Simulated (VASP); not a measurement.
# MoS2 (P6_3/mmc) in VASP: single point with PBE

Aim: the single point of MoS2 with PBE.

Everything below comes from runs of VASP 6.6.1. Logs are shortened: lines on timing, memory, paths and dates and some standing lists are left out, and cuts for length are marked.

## (1) The cell of the first run

It takes space group P6_3/mmc (No. 194, hexagonal). Conventional cell: a = 3.160 Å, b = 3.160 Å, c = 12.290 Å, α = 90.00°, β = 90.00°, γ = 120.00°. Mo (site symmetry -6m2) has 6 S at 2.37 Å within 3.1 Å. S (site symmetry 3m) has 3 Mo at 2.37 Å and 1 S at 3.02 Å within 3.1 Å.

## (2) Single point, PBE

INCAR

```
ALGO     = Normal         # electronic algorithm
EDIFF    = 1E-6           # SCF threshold, eV
ENCUT    = 500            # plane-wave cutoff, eV
GGA      = PE             # functional
GGA_COMPAT= False        
ISIF     = 2              # what is computed and relaxed
ISMEAR   = 0              # smearing method
LASPH    = True           # aspherical terms in the spheres
LCHARG   = False          # write CHGCAR
LREAL    = False          # projectors in reciprocal space
LWAVE    = False          # write WAVECAR
NBANDS   = 35             # bands
NELM     = 120            # most SCF steps
PREC     = Accurate       # precision mode
SIGMA    = 0.01           # smearing width, eV
```

KPOINTS

```
k-points
0
Gamma
  9 9 2
```

POSCAR

```
MoS2
1.0
    3.1600000000      0.0000000000      0.0000000000
   -1.5800000000      2.7366402760      0.0000000000
    0.0000000000      0.0000000000     12.2900000000
Mo S
2 4
Direct
    0.3333333300      0.6666666700      0.2500000000
    0.6666666700      0.3333333300      0.7500000000
    0.6666666700      0.3333333300      0.1270000000
    0.6666666700      0.3333333300      0.3730000000
    0.3333333300      0.6666666700      0.6270000000
    0.3333333300      0.6666666700      0.8730000000
```

Potentials or basis: VASP PAW PBE potentials, release 64 (Mo_sv, S).

Run with:

```
$ cat potpaw_PBE.64/Mo_sv/POTCAR potpaw_PBE.64/S/POTCAR > POTCAR
$ mpirun -np 1 vasp_std > vasp.out
```

OUTCAR:

```text
EDIFF = 1E-6
   ENCUT = 500
   GGA = PE
   ISIF = 2
   ISMEAR = 0
   LASPH = True
   LREAL = False
   NELM = 120
   PREC = Accurate

 ion  position               nearest neighbor table
   1  0.333  0.667  0.250-   3 2.37   4 2.37   3 2.37   4 2.37   3 2.37   4 2.37
   2  0.667  0.333  0.750-   5 2.37   6 2.37   5 2.37   6 2.37   5 2.37   6 2.37
   3  0.667  0.333  0.127-   1 2.37   1 2.37   1 2.37
   4  0.667  0.333  0.373-   1 2.37   1 2.37   1 2.37
   5  0.333  0.667  0.627-   2 2.37   2 2.37   2 2.37
   6  0.333  0.667  0.873-   2 2.37   2 2.37   2 2.37

  LATTYP: Found a hexagonal cell.
 ALAT       =     3.1600000000
 C/A-ratio  =     3.8892405063

  Lattice vectors:

 A1 = (   3.1600000000,   0.0000000000,   0.0000000000)
 A2 = (  -1.5800000000,   2.7366402760,   0.0000000000)
 A3 = (   0.0000000000,   0.0000000000,  12.2900000000)

Analysis of symmetry for initial positions (statically):
=====================================================================
 Subroutine PRICEL returns:
 Original cell was already a primitive cell.

 Routine SETGRP: Setting up the symmetry group for a
 hexagonal supercell.

 Subroutine GETGRP returns: Found 24 space group operations
 (whereof 12 operations were pure point group operations)
 out of a pool of 24 trial point group operations.

The static configuration has the point symmetry D_3d.
 The point group associated with its full space group is D_6h.

Analysis of symmetry for dynamics (positions and initial velocities):
=====================================================================
 Subroutine PRICEL returns:
 Original cell was already a primitive cell.

 Routine SETGRP: Setting up the symmetry group for a
 hexagonal supercell.

 Subroutine GETGRP returns: Found 24 space group operations
 (whereof 12 operations were pure point group operations)
 out of a pool of 24 trial point group operations.

The dynamic configuration has the point symmetry D_3d.
 The point group associated with its full space group is D_6h.

 Subroutine INISYM returns: Found 24 space group operations
 (whereof 12 operations are pure point group operations),
 and found     1 'primitive' translations

----------------------------------------------------------------------------------------

                                     Primitive cell

  volume of cell :     106.2813

  direct lattice vectors                    reciprocal lattice vectors
     3.160000000  0.000000000  0.000000000     0.316455696  0.182705781  0.000000000
    -1.580000000  2.736640276  0.000000000     0.000000000  0.365411563  0.000000000
     0.000000000  0.000000000 12.290000000     0.000000000  0.000000000  0.081366965

  length of vectors
     3.160000000  3.160000000 12.290000000     0.365411563  0.365411563  0.081366965

  position of ions in fractional coordinates (direct lattice)
     0.333333330  0.666666670  0.250000000
     0.666666670  0.333333330  0.750000000
     0.666666670  0.333333330  0.127000000
     0.666666670  0.333333330  0.373000000
     0.333333330  0.666666670  0.627000000
     0.333333330  0.666666670  0.873000000

  ion indices of the primitive-cell ions
   primitive index   ion index
                 1           1
                 2           2
                 3           3
                 4           4
                 5           5
                 6           6

----------------------------------------------------------------------------------------

 KPOINTS: k-points

Automatic generation of k-mesh.
 Grid dimensions read from file:
 generate k-points for:    9    9    2

 Generating k-lattice:

  Cartesian coordinates                     Fractional coordinates (reciprocal lattice)
     0.035161744  0.020300642  0.000000000     0.111111111  0.000000000  0.000000000
     0.000000000  0.040601285  0.000000000     0.000000000  0.111111111  0.000000000
     0.000000000  0.000000000  0.040683483     0.000000000  0.000000000  0.500000000

  Length of vectors
     0.040601285  0.040601285  0.040683483

  Shift w.r.t. Gamma in fractional coordinates (k-lattice)
     0.000000000  0.000000000  0.000000000

 Subroutine IBZKPT returns following result:
 ===========================================

 Found     24 irreducible k-points:

 Following reciprocal coordinates:
            Coordinates               Weight
  0.000000  0.000000  0.000000      1.000000
  0.111111  0.000000  0.000000      6.000000
  0.222222  0.000000  0.000000      6.000000
  0.333333  0.000000  0.000000      6.000000
  0.444444  0.000000  0.000000      6.000000
  0.111111  0.111111  0.000000      6.000000
[... 16 lines left out ...]
  0.333333  0.222222  0.500000     12.000000
  0.333333  0.333333  0.500000      2.000000
   k-points           NKPTS =     24   k-points in BZ     NKDIM =     24   number of bands    NBANDS=     35
   number of dos      NEDOS =    301   number of ions     NIONS =      6
   total plane-waves  NPLWV =  51840
   dimension x,y,z NGX =    24 NGY =   24 NGZ =   90
   dimension x,y,z NGXF=    48 NGYF=   48 NGZF=  180
   ions per type =               2   4
   NGX,Y,Z   is equivalent  to a cutoff of  12.63, 12.63, 12.17 a.u.
   NGXF,Y,Z  is equivalent  to a cutoff of  25.25, 25.25, 24.35 a.u.
 SYSTEM =  unknown system
   PREC   = accura    normal or accurate (medium, high low for compatibility)
   ISTART =      0    job   : 0-new  1-cont  2-samecut
   ICHARG =      2    charge: 1-file 2-atom 10-const
   ISPIN  =      1    spin polarized calculation?
   LNONCOLLINEAR =      F non collinear calculations
   LSORBIT =      F    spin-orbit coupling
   LASPH  =      T    aspherical Exc in radial PAW
   ENCUT  =  500.0 eV  36.75 Ry    6.06 a.u.   5.76  5.76 22.41*2*pi/ulx,y,z
   NELM   =    120;   NELMIN=  2; NELMDL= -5     # of ELM steps
   EDIFF  = 0.1E-05   stopping-criterion for ELM
   LREAL  =      F    real-space projection
   EDIFFG = 0.1E-04   stopping-criterion for IOM
   NSW    =      0    number of steps for IOM
   IBRION =     -1    ionic relax: 0-MD 1-quasi-New 2-CG
   NFREE  =      0    steps in history (QN), initial steepest desc. (CG)
   ISIF   =      2    stress and relaxation
   ISYM   =      2    0-nonsym 1-usesym 2-fastsym
   POTIM  = 0.5000    time-step for ionic-motion
   TEBEG  =    0.0;   TEEND  =   0.0 temperature during run
   PSTRESS=    0.0 pullay stress
   NELECT =      52.0000    total number of electrons
   NUPDOWN=      -1.0000    fix difference up-down
   EMIN   =  10.00;   EMAX   =-10.00  energy-range for DOS
   EFERMI =   0.00;   METHOD = LEGACY
   ISMEAR =     0;   SIGMA  =   0.01  broadening in eV -4-tet -1-fermi 0-gaus
   EFERMI_NEDOS =   21; number of points for ismear=-14 and -15
   IALGO  =     38    algorithm
   IMIX   =      4    mixing-type and parameters
     AMIX     =   0.40;   BMIX     =  1.00
     AMIX_MAG =   1.60;   BMIX_MAG =  1.00
  volume/ion in A,a.u.               =      17.71       119.54
  Fermi-wavevector in a.u.,A,eV,Ry     =   1.290002  2.437750 22.641525  1.664105
  Thomas-Fermi vector in A             =   2.421860
   LORBIT       =      0    0 simple, 1 ext, 2 COOP (PROOUT), +10 PAW based schemes
   GGA     = PE    functional components
   LHFCALC =     F    Hartree Fock is set to
   AEXX    =    0.0000 exact exchange contribution
   IVDW    =     0    specifies the selected vdW correction
   LEPSILON=     F    determine dielectric tensor
   LRPA    =     F    only Hartree local field effects (RPA)
 non-spin polarized calculation
 Gauss-broadening in eV      SIGMA  =   0.01
  energy-cutoff  :      500.00
  volume of cell :      106.28
 maximum number of plane-waves:      2716
 NGX is ok and might be reduce to    24
   NGX = 11   NGY = 11   NGZ = 45

 number of electron      51.9999988 magnetization

 Free energy of the ion-electron system (eV)
  ---------------------------------------------------
  ext. energy  EPLUGINS =         0.00000000
  ---------------------------------------------------
  free energy    TOTEN  =       -43.48917789 eV

  energy without entropy =      -43.48917789  energy(sigma->0) =      -43.48917789

 E-fermi :   7.9123     XC(G=0): -10.7948

 val. band max:        7.7338513821   @ k =   0.0000   0.0000   0.0000
 cond. band min:       8.5051340212   @ k =   0.3333   0.3333   0.0000
 fundamental gap:      0.7712826391
 Fermi energy:         7.9123337823

 k-point     1 :       0.0000    0.0000    0.0000
  band No.  band energies     occupation
      1     -53.8966      2.00000
      2     -53.8966      2.00000
      3     -28.0701      2.00000
      4     -28.0700      2.00000
      5     -27.8520      2.00000
      6     -27.8520      2.00000
[... 27 lines left out ...]
     34      10.2065      0.00000
     35      13.1236      0.00000

 k-point     2 :       0.1111    0.0000    0.0000
  band No.  band energies     occupation
      1     -53.8917      2.00000
      2     -53.8917      2.00000
      3     -28.0602      2.00000
      4     -28.0601      2.00000
      5     -27.9020      2.00000
      6     -27.9020      2.00000
[... 27 lines left out ...]
     34      10.1171      0.00000
     35      13.9664      0.00000

 k-point     3 :       0.2222    0.0000    0.0000
  band No.  band energies     occupation
      1     -53.8791      2.00000
      2     -53.8791      2.00000
      3     -28.0349      2.00000
      4     -28.0348      2.00000
      5     -28.0267      2.00000
      6     -28.0267      2.00000
[... 27 lines left out ...]
     34      10.8216      0.00000
     35      15.1257      0.00000

 k-point     4 :       0.3333    0.0000    0.0000
  band No.  band energies     occupation
      1     -53.8648      2.00000
      2     -53.8648      2.00000
      3     -28.1656      2.00000
      4     -28.1656      2.00000
      5     -28.0059      2.00000
      6     -28.0059      2.00000
[... 27 lines left out ...]
     34      11.3932      0.00000
     35      14.4245      0.00000

 k-point     5 :       0.4444    0.0000    0.0000
  band No.  band energies     occupation
      1     -53.8554      2.00000
      2     -53.8554      2.00000
      3     -28.2547      2.00000
      4     -28.2547      2.00000
      5     -27.9870      2.00000
      6     -27.9870      2.00000
[... 638 lines left out ...]
 k-point    22 :       0.2222    0.2222    0.5000
  band No.  band energies     occupation
      1     -53.8585      2.00000
      2     -53.8585      2.00000
      3     -28.1736      2.00000
      4     -28.1736      2.00000
      5     -27.9932      2.00000
      6     -27.9932      2.00000
[... 27 lines left out ...]
     34      11.7236      0.00000
     35      15.1114      0.00000

 k-point    23 :       0.3333    0.2222    0.5000
  band No.  band energies     occupation
      1     -53.8513      2.00000
      2     -53.8513      2.00000
      3     -28.2060      2.00000
      4     -28.2060      2.00000
      5     -28.0448      2.00000
      6     -28.0448      2.00000
[... 27 lines left out ...]
     34      11.7986      0.00000
     35      14.2512      0.00000

 k-point    24 :       0.3333    0.3333    0.5000
  band No.  band energies     occupation
      1     -53.8488      2.00000
      2     -53.8488      2.00000
      3     -28.1675      2.00000
      4     -28.1675      2.00000
      5     -28.1136      2.00000
      6     -28.1136      2.00000
[... 27 lines left out ...]
     34      11.9994      0.00000
     35      14.2929      0.00000

------------------------ aborting loop because EDIFF is reached ----------------------------------------

  FORCE on cell =-STRESS in cart. coord.  units (eV):
  Direction    XX          YY          ZZ          XY          YZ          ZX
  --------------------------------------------------------------------------------------
  -------------------------------------------------------------------------------------
  Total        4.1427842      4.1427842      8.0854413     -0.0000000      0.0000000      0.0000000
  in kB       62.4519800     62.4519800    121.8870684     -0.0000000      0.0000000      0.0000000
  external PRESSURE =      82.2636761 kB  Pullay stress =       0.0000000 kB

 VOLUME and BASIS-vectors are now :
 -----------------------------------------------------------------------------
  energy-cutoff  :      500.00
  volume of cell :      106.28
      direct lattice vectors                 reciprocal lattice vectors
     3.160000000  0.000000000  0.000000000     0.316455696  0.182705781  0.000000000
    -1.580000000  2.736640276  0.000000000     0.000000000  0.365411563  0.000000000
     0.000000000  0.000000000 12.290000000     0.000000000  0.000000000  0.081366965

 POSITION                                       TOTAL-FORCE (eV/Angst)
 -----------------------------------------------------------------------------------
     -0.00000      1.82443      3.07250        -0.000000      0.000000      0.000000
      1.58000      0.91221      9.21750         0.000000      0.000000      0.000000
      1.58000      0.91221      1.56083         0.000000      0.000000     -1.081694
      1.58000      0.91221      4.58417         0.000000      0.000000      1.081694
     -0.00000      1.82443      7.70583        -0.000000     -0.000000     -1.081694
     -0.00000      1.82443     10.72917        -0.000000     -0.000000      1.081694
 -----------------------------------------------------------------------------------
    total drift:                               -0.000014      0.000008     -0.000000

  FREE ENERGIE OF THE ION-ELECTRON SYSTEM (eV)
  ---------------------------------------------------
  free  energy   TOTEN  =       -43.4891778883 eV

  energy  without entropy=      -43.4891778883  energy(sigma->0) =      -43.48917789
```

Wall time 2.2 min (1 thread of Intel Xeon 8259CL, shared host); peak memory 0.25 GiB.

Results:

```yaml
Free_energy: -43.4892 eV
Pressure: 8.2 GPa
Largest_force: 1.082 eV/Å
Band_gap_on_the_k_mesh: 0.77 eV, indirect (least direct gap 1.60 eV)
```

Forces in eV/Å, atoms in the order of the input:
```
Mo   0.000  0.000  0.000
Mo   0.000  0.000  0.000
S    0.000  0.000 -1.082
S    0.000  0.000  1.082
S    0.000  0.000 -1.082
S    0.000  0.000  1.082
```

Levels at points of the mesh, in eV from the valence-band top:
```csv
k point,band 23,band 24,band 25,band 26,band 27,band 28,band 29,band 30
"(0.00, 0.00, 0.00)",-2.51,-1.31,-1.13,0.00,2.01,2.01,2.02,2.02
"(0.00, 0.00, 0.50)",-2.53,-2.53,-0.28,-0.28,2.01,2.01,2.01,2.01
```

Caveat: this functional lacks dispersion, which binds the layers, so the pressure and a relaxed spacing across them are unreliable; forces of over 1 eV/Å act on the atoms, so gaps and moduli don't describe the material at rest.
